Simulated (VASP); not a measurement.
# Hf2N (P4_2/mnm) in VASP: further runs, part 2 of 2

VASP 6.6.1. The steps go on from the part before.

## (3) Single point, PBEsol (equal strain along all axes, cell held: +1.0 %, then relaxed in part)

File INCAR:

```
SYSTEM = Hf2N
PREC = Accurate ; ENCUT = 520
EDIFF = 1E-6 ; ISMEAR = 0
SIGMA = 0.1 ; LREAL = .False.
LASPH = .True. ; NELM = 80
ALGO = Normal ; ISIF = 2
LWAVE = .False. ; LCHARG = .False.
GGA = PS ; NBANDS = 34
```

File KPOINTS:

```
regular mesh
0
Gamma
  8 8 12
  0 0 0
```

File POSCAR:

```
Hf2N
1.0
    5.3484943147      0.0000000000      0.0000000000
    0.0000000000      5.3484943147      0.0000000000
    0.0000000000      0.0000000000      3.2597234723
Hf N
4 2
Direct
    0.2958407720      0.2958407720      0.0000000000
    0.7041592280      0.7041592280      0.0000000000
    0.7958407720      0.2041592280      0.5000000000
    0.2041592280      0.7958407720      0.5000000000
    0.0000000000      0.0000000000      0.0000000000
    0.5000000000      0.5000000000      0.5000000000
```

Potentials or basis: VASP PAW PBE potentials, release 64 (Hf_pv, N).

Command:

```bash
$ cat potpaw_PBE.64/Hf_pv/POTCAR potpaw_PBE.64/N/POTCAR > POTCAR
$ mpirun -np 1 vasp_std > vasp.out
```

Run time: 5.1 min. Hardware: 1 thread of Intel Xeon Platinum 8259CL at 2.50GHz (Skylake/Cascade Lake), shared host; peak memory 0.37 GiB.

The run converged. Its results:

- Free energy: -67.4372 eV
- Pressure: -6.8 GPa
- Largest force: 0.015 eV/Å
- Band gap on the k mesh: zero (bands 25 and 26 overlap by 2.60 eV)

Forces on the atoms (eV/Å):
```
Hf   0.010  0.010  0.000
Hf  -0.010 -0.010  0.000
Hf   0.010 -0.010  0.000
Hf  -0.010  0.010  0.000
N    0.000  0.000  0.000
N    0.000  0.000  0.000
```

Stress tensor (GPa, compression positive):
```
-6.61  0.00  0.00
 0.00 -6.61  0.00
 0.00  0.00 -7.12
```

Levels at points of the mesh, in eV from the Fermi level:
| k point | band 21 | band 22 | band 23 | band 24 | band 25 | band 26 | band 27 | band 28 | band 29 | band 30 |
| --- | --- | --- | --- | --- | --- | --- | --- | --- | --- | --- |
| (0.00, 0.00, 0.00) | -3.51 | -2.09 | -0.18 | 0.79 | 1.03 | 1.08 | 1.08 | 1.50 | 1.74 | 1.74 |
| (0.50, 0.00, 0.00) | -2.46 | -2.46 | -1.04 | -1.04 | 1.37 | 1.37 | 1.82 | 1.82 | 1.92 | 1.92 |
| (0.50, 0.50, 0.00) | -1.74 | -1.74 | -1.41 | -1.41 | 1.05 | 1.05 | 1.48 | 1.48 | 1.71 | 1.71 |
| (0.00, 0.00, 0.50) | -1.45 | -1.45 | -1.26 | -1.26 | -1.23 | -1.23 | 2.13 | 2.13 | 3.63 | 3.63 |
| (0.50, 0.00, 0.50) | -1.91 | -1.91 | -1.17 | -1.17 | -0.93 | -0.93 | 1.73 | 1.73 | 3.73 | 3.73 |
| (0.50, 0.50, 0.50) | -1.66 | -1.66 | -0.82 | -0.82 | -0.61 | -0.61 | 1.23 | 1.23 | 2.83 | 2.83 |

Caveat: the cell differs from its parent crystal (equal strain along all axes, cell held: +1.0 %, then relaxed in part); the cell stands under tension; the PAW data sets were made with another functional, which shifts forces and pressure a little; spin-orbit coupling is left out, which moves the levels of the heavy elements.

## (4) Single point, PBEsol (equal strain along all axes, cell held: +2.0 %, then relaxed in part)

File INCAR:

```
PREC = Accurate
ENCUT = 520
EDIFF = 1E-6
ISMEAR = 0
SIGMA = 0.1
LREAL = F
LASPH = T
NELM = 80
ALGO = Normal
ISIF = 2
LWAVE = F
LCHARG = T
GGA = PS
LELF = T
LVHAR = T
NBANDS = 34
```

File KPOINTS:

```
regular mesh
0
Gamma
  8 8 12
```

File POSCAR:

```
Hf2N
1.0
    5.4014497039      0.0000000000      0.0000000000
    0.0000000000      5.4014497039      0.0000000000
    0.0000000000      0.0000000000      3.2919979621
Hf N
4 2
Direct
    0.2963508504      0.2963508504      0.0000000000
    0.7036491496      0.7036491496      0.0000000000
    0.7963508504      0.2036491496      0.5000000000
    0.2036491496      0.7963508504      0.5000000000
    0.0000000000      0.0000000000      0.0000000000
    0.5000000000      0.5000000000      0.5000000000
```

Command:

```bash
$ cat potpaw_PBE.64/Hf_pv/POTCAR potpaw_PBE.64/N/POTCAR > POTCAR
$ mpirun -np 1 vasp_std > vasp.out
```

Run time: 5.4 min. Hardware: 1 thread of Intel Xeon Platinum 8259CL at 2.50GHz (Skylake/Cascade Lake), shared host; peak memory 0.38 GiB.

The run converged. Its results:

```yaml
Free_energy: -67.2752 eV
Pressure: -11.8 GPa
Largest_force: 0.019 eV/Å
Band_gap_on_the_k_mesh: zero (bands 25 and 26 overlap by 2.51 eV)
```

Forces in eV/Å, atoms in the order of the input:
```
Hf   0.013  0.013  0.000
Hf  -0.013 -0.013  0.000
Hf   0.013 -0.013  0.000
Hf  -0.013  0.013  0.000
N    0.000  0.000  0.000
N    0.000  0.000  0.000
```

Stress tensor (GPa, compression positive):
```
-11.49   0.00   0.00
  0.00 -11.49   0.00
  0.00   0.00 -12.40
```

Levels at points of the mesh, in eV from the Fermi level:
| k point | band 21 | band 22 | band 23 | band 24 | band 25 | band 26 | band 27 | band 28 | band 29 | band 30 |
| --- | --- | --- | --- | --- | --- | --- | --- | --- | --- | --- |
| (0.00, 0.00, 0.00) | -3.48 | -2.02 | -0.25 | 0.80 | 1.02 | 1.05 | 1.05 | 1.42 | 1.70 | 1.70 |
| (0.50, 0.00, 0.00) | -2.41 | -2.41 | -1.01 | -1.01 | 1.31 | 1.31 | 1.77 | 1.77 | 1.85 | 1.85 |
| (0.50, 0.50, 0.00) | -1.70 | -1.70 | -1.38 | -1.38 | 1.04 | 1.04 | 1.44 | 1.44 | 1.58 | 1.58 |
| (0.00, 0.00, 0.50) | -1.43 | -1.43 | -1.24 | -1.24 | -1.20 | -1.20 | 2.08 | 2.08 | 3.53 | 3.53 |
| (0.50, 0.00, 0.50) | -1.84 | -1.84 | -1.18 | -1.18 | -0.92 | -0.92 | 1.68 | 1.68 | 3.61 | 3.61 |
| (0.50, 0.50, 0.50) | -1.59 | -1.59 | -0.76 | -0.76 | -0.65 | -0.65 | 1.15 | 1.15 | 2.73 | 2.73 |

Caveat: the cell differs from its parent crystal (equal strain along all axes, cell held: +2.0 %, then relaxed in part); the cell stands under tension; the PAW data sets were made with another functional, which shifts forces and pressure a little; spin-orbit coupling is left out, which moves the levels of the heavy elements.

## (5) Single point, PBEsol (equal strain along all axes, cell held: +3.0 %, then relaxed in part)

File INCAR:

```
SYSTEM = Hf2N
PREC = Accurate
ENCUT = 520
EDIFF = 1E-7
ISMEAR = 0
SIGMA = 0.1
LREAL = .False.
LASPH = .True.
NELM = 100
ALGO = Normal
ISIF = 2
LWAVE = .False.
LCHARG = .False.
GGA = PS
NBANDS = 34
```

File KPOINTS:

```
regular mesh
0
Gamma
  8 8 12
  0 0 0
```

File POSCAR:

```
Hf2N
1.0
    5.4544050932      0.0000000000      0.0000000000
    0.0000000000      5.4544050932      0.0000000000
    0.0000000000      0.0000000000      3.3242724519
Hf N
4 2
Direct
    0.2969537081      0.2969537081      0.0000000000
    0.7030462919      0.7030462919      0.0000000000
    0.7969537081      0.2030462919      0.5000000000
    0.2030462919      0.7969537081      0.5000000000
    0.0000000000      0.0000000000      0.0000000000
    0.5000000000      0.5000000000      0.5000000000
```

Command:

```bash
$ cat potpaw_PBE.64/Hf_pv/POTCAR potpaw_PBE.64/N/POTCAR > POTCAR
$ mpirun -np 1 vasp_std > vasp.out
```

It took 10 min on 1 thread of Intel Xeon Platinum 8259CL at 2.50GHz (Skylake/Cascade Lake), shared host; peak memory 0.41 GiB.

It converged, with:

```
Free energy            : -67.0270 eV
Pressure               : -16.1 GPa
Largest force          : 0.022 eV/Å
Band gap on the k mesh : zero (bands 25 and 26 overlap by 2.42 eV)
```

Forces in eV/Å, atoms in the order of the input:
```
Hf   0.016  0.016  0.000
Hf  -0.016 -0.016  0.000
Hf   0.016 -0.016  0.000
Hf  -0.016  0.016  0.000
N    0.000  0.000  0.000
N    0.000  0.000  0.000
```

Stress tensor (GPa, compression positive):
```
-15.67   0.00   0.00
  0.00 -15.67   0.00
  0.00   0.00 -17.04
```

Levels at points of the mesh, in eV from the Fermi level:
```csv
k point,band 23,band 24,band 25,band 26,band 27,band 28
"(0.00, 0.00, 0.00)",-0.31,0.81,1.01,1.02,1.02,1.34
"(0.50, 0.00, 0.00)",-0.97,-0.97,1.25,1.25,1.72,1.72
"(0.50, 0.50, 0.00)",-1.36,-1.36,1.04,1.04,1.41,1.41
"(0.00, 0.00, 0.50)",-1.22,-1.22,-1.17,-1.17,2.03,2.03
"(0.50, 0.00, 0.50)",-1.18,-1.18,-0.90,-0.90,1.64,1.64
"(0.50, 0.50, 0.50)",-0.71,-0.71,-0.69,-0.69,1.08,1.08
```

Caveat: the cell differs from its parent crystal (equal strain along all axes, cell held: +3.0 %, then relaxed in part); the cell stands under tension; the PAW data sets were made with another functional, which shifts forces and pressure a little; spin-orbit coupling is left out, which moves the levels of the heavy elements.

## (6) Overview

| task | cell | cutoff (eV) | gap on the mesh (eV) | pressure (GPa) | largest force (eV/Å) |
| --- | --- | --- | --- | --- | --- |
| relaxation of shape and atoms at fixed volume | relaxed from a = 5.348, b = 5.348, c = 3.259 Å, 6 atoms, atomic positions A | 600 | none | -6.8 | - |
| single point | a = 5.348, b = 5.348, c = 3.260 Å, 6 atoms, atomic positions B | 520 | none | -6.8 | 0.01 |
| single point | a = 5.401, b = 5.401, c = 3.292 Å, 6 atoms, atomic positions C | 520 | none | -11.8 | 0.02 |
| single point | a = 5.454, b = 5.454, c = 3.324 Å, 6 atoms, atomic positions D | 520 | none | -16.1 | 0.02 |

Alike in all rows: level PBEsol; potentials or basis VASP PAW PBE potentials, release 64 (Hf_pv, N); no spin polarisation; k mesh 8 × 8 × 12; smearing gaussian 0.1 eV.

Caveats: the PAW data sets were made with another functional, which shifts forces and pressure a little; spin-orbit coupling is left out, which moves the levels of the heavy elements; the cell stands under tension (at least some runs).

Total energies depend on the potentials used, so only differences within one code and one set of settings carry meaning.
